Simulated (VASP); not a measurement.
# W (Im-3m) in VASP: further runs

Aim: see how the results for W move with the level of theory and the settings. Levels: PBE, PBEsol. Tasks: single point.

Program: VASP 6.6.1. These are calculated values, not measurements. Logs are shortened: lines on timing, memory, paths and dates and some standing lists are left out, and cuts for length are marked.

### 1 The cell of the first run

It takes space group Im-3m (No. 229, cubic). The conventional cell has a = 3.184 Å, b = 3.184 Å, c = 3.184 Å, α = 90.00°, β = 90.00°, γ = 90.00°. W (site symmetry m-3m) has 14 W at 2.76 to 3.18 Å within 3.6 Å.

### 2 Single point, PBE

Input file INCAR:

```
SYSTEM = W
ALGO     = Fast           ! electronic algorithm
EDIFF    = 1E-7           ! SCF threshold, eV
ENCUT    = 520            ! plane-wave cutoff, eV
GGA      = PE             ! functional
ISIF     = 2              ! what is computed and relaxed
ISMEAR   = 0              ! smearing method
LASPH    = .TRUE.         ! aspherical terms in the spheres
LCHARG   = .FALSE.        ! write CHGCAR
LREAL    = .FALSE.        ! projectors in reciprocal space
LWAVE    = .FALSE.        ! write WAVECAR
NBANDS   = 66             ! bands
NELM     = 80             ! most SCF steps
PREC     = Accurate       ! precision mode
SIGMA    = 0.15           ! smearing width, eV
```

Input file KPOINTS:

```
k-points
0
G
  14 14 14
  0 0 0
```

Input file POSCAR:

```
W
1.0
    3.1835586449      3.1835586449     -3.1835586449
   -3.1835586449     -3.1835586449     -3.1835586449
   -3.1835586449      3.1835586449      3.1835586449
W
8
Direct
    0.0000000000      0.5000000000      0.0000000000
    0.5000000000      0.5000000000      0.0000000000
    0.0000000000      0.5000000000      0.5000000000
    0.5000000000      0.5000000000      0.5000000000
    0.0000000000      0.0000000000      0.0000000000
    0.5000000000      0.0000000000      0.0000000000
    0.0000000000      0.0000000000      0.5000000000
    0.5000000000      0.0000000000      0.5000000000
```

Potentials or basis: VASP PAW PBE potentials, release 64 (W_sv).

Started as:

```
cat potpaw_PBE.64/W_sv/POTCAR > POTCAR
mpirun -np 1 vasp_std > vasp.out
```

OUTCAR:

```text
SYSTEM = W
   EDIFF = 1E-7
   ENCUT = 520
   GGA = PE
   ISIF = 2
   ISMEAR = 0
   LASPH = .TRUE.
   LREAL = .FALSE.
   NELM = 80
   PREC = Accurate

 ion  position               nearest neighbor table
   1  0.000  0.500  0.000-   2 2.76   3 2.76   5 2.76   8 2.76   3 2.76   5 2.76   2 2.76   8 2.76
                             7 3.18   7 3.18   4 3.18   4 3.18   6 3.18   6 3.18
   2  0.500  0.500  0.000-   1 2.76   4 2.76   6 2.76   7 2.76   4 2.76   6 2.76   1 2.76   7 2.76
                             5 3.18   8 3.18   8 3.18   3 3.18   5 3.18   3 3.18
   3  0.000  0.500  0.500-   1 2.76   4 2.76   6 2.76   7 2.76   1 2.76   7 2.76   4 2.76   6 2.76
                             5 3.18   5 3.18   8 3.18   2 3.18   8 3.18   2 3.18
   4  0.500  0.500  0.500-   2 2.76   3 2.76   5 2.76   8 2.76   2 2.76   8 2.76   3 2.76   5 2.76
                             7 3.18   6 3.18   1 3.18   1 3.18   7 3.18   6 3.18
   5  0.000  0.000  0.000-   1 2.76   4 2.76   6 2.76   7 2.76   7 2.76   1 2.76   6 2.76   4 2.76
                             2 3.18   3 3.18   8 3.18   8 3.18   2 3.18   3 3.18
   6  0.500  0.000  0.000-   2 2.76   3 2.76   5 2.76   8 2.76   8 2.76   2 2.76   5 2.76   3 2.76
                             7 3.18   4 3.18   4 3.18   7 3.18   1 3.18   1 3.18
   7  0.000  0.000  0.500-   2 2.76   3 2.76   5 2.76   8 2.76   5 2.76   3 2.76   8 2.76   2 2.76
                             6 3.18   1 3.18   4 3.18   6 3.18   4 3.18   1 3.18
   8  0.500  0.000  0.500-   1 2.76   4 2.76   6 2.76   7 2.76   6 2.76   4 2.76   7 2.76   1 2.76
                             3 3.18   2 3.18   2 3.18   5 3.18   3 3.18   5 3.18

  LATTYP: Found a body centered cubic cell.
 ALAT       =     6.3671172898

  Lattice vectors:

 A1 = (   3.1835586449,   3.1835586449,  -3.1835586449)
 A2 = (  -3.1835586449,  -3.1835586449,  -3.1835586449)
 A3 = (  -3.1835586449,   3.1835586449,   3.1835586449)

Analysis of symmetry for initial positions (statically):
=====================================================================
 Subroutine PRICEL returns following result:

  LATTYP: Found a body centered cubic cell.
 ALAT       =     3.1835586449

  Lattice vectors:

 A1 = (   1.5917793225,   1.5917793225,  -1.5917793225)
 A2 = (  -1.5917793225,  -1.5917793225,  -1.5917793225)
 A3 = (  -1.5917793225,   1.5917793225,   1.5917793225)

   8 primitive cells build up your supercell.

 Routine SETGRP: Setting up the symmetry group for a
 body centered cubic supercell.

 Subroutine GETGRP returns: Found 48 space group operations
 (whereof 48 operations were pure point group operations)
 out of a pool of 48 trial point group operations.

The static configuration has the point symmetry O_h .

Analysis of symmetry for dynamics (positions and initial velocities):
=====================================================================
 Subroutine PRICEL returns following result:

  LATTYP: Found a body centered cubic cell.
 ALAT       =     3.1835586449

  Lattice vectors:

 A1 = (   1.5917793225,   1.5917793225,  -1.5917793225)
 A2 = (  -1.5917793225,  -1.5917793225,  -1.5917793225)
 A3 = (  -1.5917793225,   1.5917793225,   1.5917793225)

   8 primitive cells build up your supercell.

 Routine SETGRP: Setting up the symmetry group for a
 body centered cubic supercell.

 Subroutine GETGRP returns: Found 48 space group operations
 (whereof 48 operations were pure point group operations)
 out of a pool of 48 trial point group operations.

The dynamic configuration has the point symmetry O_h .

 Subroutine INISYM returns: Found 48 space group operations
 (whereof 48 operations are pure point group operations),
 and found     8 'primitive' translations

----------------------------------------------------------------------------------------

                                     Primitive cell

  volume of cell :      16.1328

  direct lattice vectors                    reciprocal lattice vectors
     1.591779322  1.591779322 -1.591779322     0.000000000  0.314113893 -0.314113893
    -1.591779322 -1.591779322 -1.591779322    -0.314113893  0.000000000 -0.314113893
    -1.591779322  1.591779322  1.591779322    -0.314113893  0.314113893  0.000000000

  length of vectors
     2.757042661  2.757042661  2.757042661     0.444224128  0.444224128  0.444224128

  position of ions in fractional coordinates (direct lattice)
     0.000000000  1.000000000  0.000000000

  ion indices of the primitive-cell ions
   primitive index   ion index
                 1           1

----------------------------------------------------------------------------------------

 KPOINTS: k-points

Automatic generation of k-mesh.
 Grid dimensions read from file:
 generate k-points for:   14   14   14

 Generating k-lattice:

  Cartesian coordinates                     Fractional coordinates (reciprocal lattice)
     0.000000000  0.011218353 -0.011218353     0.071428571  0.000000000  0.000000000
    -0.011218353  0.000000000 -0.011218353     0.000000000  0.071428571  0.000000000
    -0.011218353  0.011218353  0.000000000     0.000000000  0.000000000  0.071428571

  Length of vectors
     0.015865147  0.015865147  0.015865147

  Shift w.r.t. Gamma in fractional coordinates (k-lattice)
     0.000000000  0.000000000  0.000000000

 Subroutine IBZKPT returns following result:
 ===========================================

 Found    104 irreducible k-points:

 Following reciprocal coordinates:
            Coordinates               Weight
  0.000000  0.000000  0.000000      1.000000
  0.071429  0.000000  0.000000     12.000000
  0.142857  0.000000  0.000000     12.000000
  0.214286  0.000000  0.000000     12.000000
  0.285714  0.000000  0.000000     12.000000
  0.357143  0.000000  0.000000     12.000000
[... 16 lines left out ...]
  0.285714  0.285714  0.000000     24.000000
  0.357143  0.285714  0.000000     24.000000
 [... further k-points ...]
   k-points           NKPTS =    104   k-points in BZ     NKDIM =    104   number of bands    NBANDS=     66
   number of dos      NEDOS =    301   number of ions     NIONS =      8
   total plane-waves  NPLWV =  74088
   dimension x,y,z NGX =    42 NGY =   42 NGZ =   42
   dimension x,y,z NGXF=    84 NGYF=   84 NGZF=   84
   ions per type =               8
   NGX,Y,Z   is equivalent  to a cutoff of  12.66, 12.66, 12.66 a.u.
   NGXF,Y,Z  is equivalent  to a cutoff of  25.33, 25.33, 25.33 a.u.
 SYSTEM =  W
   PREC   = accura    normal or accurate (medium, high low for compatibility)
   ISTART =      0    job   : 0-new  1-cont  2-samecut
   ICHARG =      2    charge: 1-file 2-atom 10-const
   ISPIN  =      1    spin polarized calculation?
   LNONCOLLINEAR =      F non collinear calculations
   LSORBIT =      F    spin-orbit coupling
   LASPH  =      T    aspherical Exc in radial PAW
   ENCUT  =  520.0 eV  38.22 Ry    6.18 a.u.  10.25 10.25 10.25*2*pi/ulx,y,z
   NELM   =     80;   NELMIN=  2; NELMDL= -5     # of ELM steps
   EDIFF  = 0.1E-06   stopping-criterion for ELM
   LREAL  =      F    real-space projection
   EDIFFG = 0.1E-05   stopping-criterion for IOM
   NSW    =      0    number of steps for IOM
   IBRION =     -1    ionic relax: 0-MD 1-quasi-New 2-CG
   NFREE  =      0    steps in history (QN), initial steepest desc. (CG)
   ISIF   =      2    stress and relaxation
   ISYM   =      2    0-nonsym 1-usesym 2-fastsym
   POTIM  = 0.5000    time-step for ionic-motion
   TEBEG  =    0.0;   TEEND  =   0.0 temperature during run
   PSTRESS=    0.0 pullay stress
   NELECT =     112.0000    total number of electrons
   NUPDOWN=      -1.0000    fix difference up-down
   EMIN   =  10.00;   EMAX   =-10.00  energy-range for DOS
   EFERMI =   0.00;   METHOD = LEGACY
   ISMEAR =     0;   SIGMA  =   0.15  broadening in eV -4-tet -1-fermi 0-gaus
   EFERMI_NEDOS =   21; number of points for ismear=-14 and -15
   IALGO  =     68    algorithm
   IMIX   =      4    mixing-type and parameters
     AMIX     =   0.40;   BMIX     =  1.00
     AMIX_MAG =   1.60;   BMIX_MAG =  1.00
  volume/ion in A,a.u.               =      16.13       108.87
  Fermi-wavevector in a.u.,A,eV,Ry     =   1.561522  2.950848 33.175760  2.438350
  Thomas-Fermi vector in A             =   2.664575
   LORBIT       =      0    0 simple, 1 ext, 2 COOP (PROOUT), +10 PAW based schemes
   GGA     = PE    functional components
   LHFCALC =     F    Hartree Fock is set to
   AEXX    =    0.0000 exact exchange contribution
   IVDW    =     0    specifies the selected vdW correction
   LEPSILON=     F    determine dielectric tensor
   LRPA    =     F    only Hartree local field effects (RPA)
 non-spin polarized calculation
 RMM-DIIS sequential band-by-band and
 Gauss-broadening in eV      SIGMA  =   0.15
  energy-cutoff  :      520.00
  volume of cell :      129.06
 maximum number of plane-waves:      3511
 NGX is ok and might be reduce to    42
   NGX = 21   NGY = 21   NGZ = 21

 number of electron     112.0000022 magnetization

 Free energy of the ion-electron system (eV)
  ---------------------------------------------------
  ext. energy  EPLUGINS =         0.00000000
  ---------------------------------------------------
  free energy    TOTEN  =      -103.65567825 eV

  energy without entropy =     -103.61166302  energy(sigma->0) =     -103.63367063

 E-fermi :  11.2221     XC(G=0): -13.5416

 val. band max:       11.2098105500   @ k =   0.2857   0.0714   0.0000
 cond. band min:      11.2250740444   @ k =  -0.4286   0.5000   0.3571
 fundamental gap:      0.0152634944
 Fermi energy:        11.2220988955

 k-point     1 :       0.0000    0.0000    0.0000
  band No.  band energies     occupation
      1     -63.0167      2.00000
      2     -62.8926      2.00000
      3     -62.8926      2.00000
      4     -62.8926      2.00000
      5     -62.8926      2.00000
      6     -62.8926      2.00000
[... 58 lines left out ...]
     65      14.2514      0.00000
     66      14.2514      0.00000

 k-point     2 :       0.0714    0.0000    0.0000
  band No.  band energies     occupation
      1     -63.0151      2.00000
      2     -62.8942      2.00000
      3     -62.8926      2.00000
      4     -62.8926      2.00000
      5     -62.8926      2.00000
      6     -62.8926      2.00000
[... 58 lines left out ...]
     65      14.3038      0.00000
     66      14.3447      0.00000

 k-point     3 :       0.1429    0.0000    0.0000
  band No.  band energies     occupation
      1     -63.0106      2.00000
      2     -62.8988      2.00000
      3     -62.8926      2.00000
      4     -62.8926      2.00000
      5     -62.8926      2.00000
      6     -62.8926      2.00000
[... 1438 lines left out ...]
     65      13.7890      0.00000
     66      14.0952      0.00000

 k-point    24 :       0.3571    0.2857    0.0000
  band No.  band energies     occupation
      1     -62.9432      2.00000
      2     -62.9432      2.00000
      3     -62.9314      2.00000
      4     -62.9039      2.00000
      5     -62.8772      2.00000
      6     -62.8639      2.00000
[... 58 lines left out ...]
     65      13.9285      0.00000
     66      13.9936      0.00000

 [... further k-points ...]

------------------------ aborting loop because EDIFF is reached ----------------------------------------

  FORCE on cell =-STRESS in cart. coord.  units (eV):
  Direction    XX          YY          ZZ          XY          YZ          ZX
  --------------------------------------------------------------------------------------
  -------------------------------------------------------------------------------------
  Total        0.4193201      0.4193201      0.4193201      0.0000000     -0.0000000     -0.0000000
  in kB        5.2054428      5.2054428      5.2054428      0.0000000     -0.0000000     -0.0000000
  external PRESSURE =       5.2054428 kB  Pullay stress =       0.0000000 kB

 VOLUME and BASIS-vectors are now :
 -----------------------------------------------------------------------------
  energy-cutoff  :      520.00
  volume of cell :      129.06
      direct lattice vectors                 reciprocal lattice vectors
     3.183558645  3.183558645 -3.183558645     0.000000000  0.157056947 -0.157056947
    -3.183558645 -3.183558645 -3.183558645    -0.157056947  0.000000000 -0.157056947
    -3.183558645  3.183558645  3.183558645    -0.157056947  0.157056947  0.000000000

 POSITION                                       TOTAL-FORCE (eV/Angst)
 -----------------------------------------------------------------------------------
     -1.59178     -1.59178     -1.59178        -0.000000     -0.000000      0.000000
      0.00000      0.00000     -3.18356        -0.000000     -0.000000      0.000000
     -3.18356      0.00000      0.00000         0.000000      0.000000      0.000000
     -1.59178      1.59178     -1.59178         0.000000     -0.000000     -0.000000
      0.00000      0.00000      0.00000        -0.000000      0.000000      0.000000
      1.59178      1.59178     -1.59178        -0.000000     -0.000000     -0.000000
     -1.59178      1.59178      1.59178         0.000000      0.000000     -0.000000
      0.00000      3.18356      0.00000         0.000000      0.000000     -0.000000
 -----------------------------------------------------------------------------------
    total drift:                                0.000000     -0.000000     -0.000000

  FREE ENERGIE OF THE ION-ELECTRON SYSTEM (eV)
  ---------------------------------------------------
  free  energy   TOTEN  =      -103.6556782453 eV

  energy  without entropy=     -103.6116630241  energy(sigma->0) =     -103.63367063
```

Run time: 13 min. Hardware: 1 thread of Intel Xeon 6975P-C (Granite Rapids), shared host; peak memory 0.66 GiB.

What came out:

| Property | Result |
| --- | --- |
| Free energy | -103.6557 eV |
| Pressure | 0.5 GPa |
| Band gap on the k mesh | zero (bands 56 and 57 overlap by 1.14 eV) |

Levels at points of the mesh, in eV from the Fermi level:
| k point | band 52 | band 53 | band 54 | band 55 | band 56 | band 57 | band 58 | band 59 | band 60 | band 61 |
| --- | --- | --- | --- | --- | --- | --- | --- | --- | --- | --- |
| (0.00, 0.00, 0.00) | 0.59 | 0.59 | 0.59 | 0.59 | 0.59 | 2.07 | 2.07 | 2.07 | 2.07 | 2.07 |
| (0.50, 0.00, 0.00) | -2.23 | -1.85 | -1.85 | -0.70 | -0.70 | 0.08 | 0.08 | 1.47 | 1.47 | 1.57 |
| (0.50, 0.50, 0.50) | -0.55 | -0.55 | -0.55 | -0.55 | -0.55 | -0.55 | -0.55 | -0.55 | -0.55 | -0.55 |

Caveat: spin-orbit coupling is left out, which moves the levels of the heavy elements.

### 3 Single point, PBEsol (strained)

Input file INCAR:

```
SYSTEM = W
PREC = Accurate
ENCUT = 520
EDIFF = 1E-7
ISMEAR = 0
SIGMA = 0.1
LREAL = .FALSE.
LASPH = .TRUE.
NELM = 100
ALGO = Fast
ISIF = 2
LWAVE = .FALSE.
LCHARG = .FALSE.
GGA = PS
NBANDS = 13
```

Input file KPOINTS:

```
Automatic mesh
0
G
  18 18 18
  0 0 0
```

Input file POSCAR:

```
W
1.0
   -1.5619038320      1.5619038320      1.5619038320
    1.5619038320     -1.5619038320      1.5619038320
    1.5619038320      1.5619038320     -1.5619038320
W
1
Direct
    0.0000000000      0.0000000000      0.0000000000
```

Potentials or basis: VASP PAW PBE potentials, release 64 (W_sv).

Started as:

```
cat potpaw_PBE.64/W_sv/POTCAR > POTCAR
mpirun -np 1 vasp_std > vasp.out
```

It took 2.1 min on 1 thread of AMD EPYC, shared host; peak memory 0.12 GiB.

It converged, with:

```yaml
Free_energy: -13.7853 eV
Pressure: 10.9 GPa
Band_gap_on_the_k_mesh: zero (bands 7 and 8 overlap by 6.77 eV)
```

Levels at points of the mesh, in eV from the Fermi level:
```csv
k point,band 5,band 6,band 7,band 8,band 9,band 10
"(0.00, 0.00, 0.00)",-9.86,-1.29,-1.29,-1.29,2.34,2.34
"(0.50, 0.00, 0.00)",-6.54,-3.76,0.85,2.27,3.29,6.54
"(0.50, 0.50, 0.50)",-6.16,-6.16,5.48,5.48,5.48,8.59
```

Caveat: the cell differs from its parent crystal (strained); the cell stands under pressure; the PAW data sets were made with another functional, which shifts forces and pressure a little; spin-orbit coupling is left out, which moves the levels of the heavy elements.

### 4 Single point, PBE (strained)

Input file INCAR:

```
PREC = Accurate
ENCUT = 520
EDIFF = 1E-6
ISMEAR = 0
SIGMA = 0.1
LREAL = F
LASPH = T
NELM = 100
ALGO = Normal
ISIF = 2
LWAVE = F
LCHARG = T
GGA = PE
LELF = T
LVHAR = T
NBANDS = 13
```

Input file KPOINTS:

```
regular mesh
0
Gamma
  18 18 18
```

Input file POSCAR:

```
W
1.0
   -1.6571348580      1.6571348580      1.6571348580
    1.6571348580     -1.6571348580      1.6571348580
    1.6571348580      1.6571348580     -1.6571348580
W
1
Direct
    0.0000000000      0.0000000000      0.0000000000
```

Started as:

```
cat potpaw_PBE.64/W_sv/POTCAR > POTCAR
mpirun -np 1 vasp_std > vasp.out
```

Run time: 1.8 min. Hardware: 1 thread of AMD EPYC, shared host; peak memory 0.14 GiB.

Results (log left out):

```yaml
Free_energy: -12.7532 eV
Pressure: -28.0 GPa
Band_gap_on_the_k_mesh: zero (bands 7 and 8 overlap by 5.25 eV)
```

Levels at points of the mesh, in eV from the Fermi level:
```csv
k point,band 4,band 5,band 6,band 7,band 8,band 9,band 10,band 11
"(0.00, 0.00, 0.00)",-38.09,-8.84,-1.01,-1.01,-1.01,1.95,1.95,14.20
"(0.50, 0.00, 0.00)",-38.10,-5.41,-2.94,0.33,1.78,2.60,5.02,9.02
"(0.50, 0.50, 0.50)",-38.67,-4.79,-4.79,4.24,4.24,4.24,7.25,7.25
```

Caveat: the cell differs from its parent crystal (strained); the cell stands under tension; spin-orbit coupling is left out, which moves the levels of the heavy elements.

### 5 Overview

| level | cell | k mesh | smearing | gap on the mesh (eV) | pressure (GPa) |
| --- | --- | --- | --- | --- | --- |
| PBE | a = 5.514 Å, angles 109.5°, 8 atoms, atomic positions A | 14 × 14 × 14 | gaussian 0.15 eV | none | 0.5 |
| PBEsol | a = 2.705 Å, angles 109.5°, 1 atom, atomic positions B | 18 × 18 × 18 | gaussian 0.1 eV | none | 10.9 |
| PBE | a = 2.870 Å, angles 109.5°, 1 atom, atomic positions B | 18 × 18 × 18 | gaussian 0.1 eV | none | -28.0 |

Alike in all rows: task single point; potentials or basis VASP PAW PBE potentials, release 64 (W_sv); no spin polarisation; cutoff (eV) 520.

Caveats: spin-orbit coupling is left out, which moves the levels of the heavy elements; the cell stands under pressure (at least some runs); the PAW data sets were made with another functional, which shifts forces and pressure a little (at least some runs); the cell stands under tension (at least some runs).

Absolute energies hang on the potentials; compare differences alone.
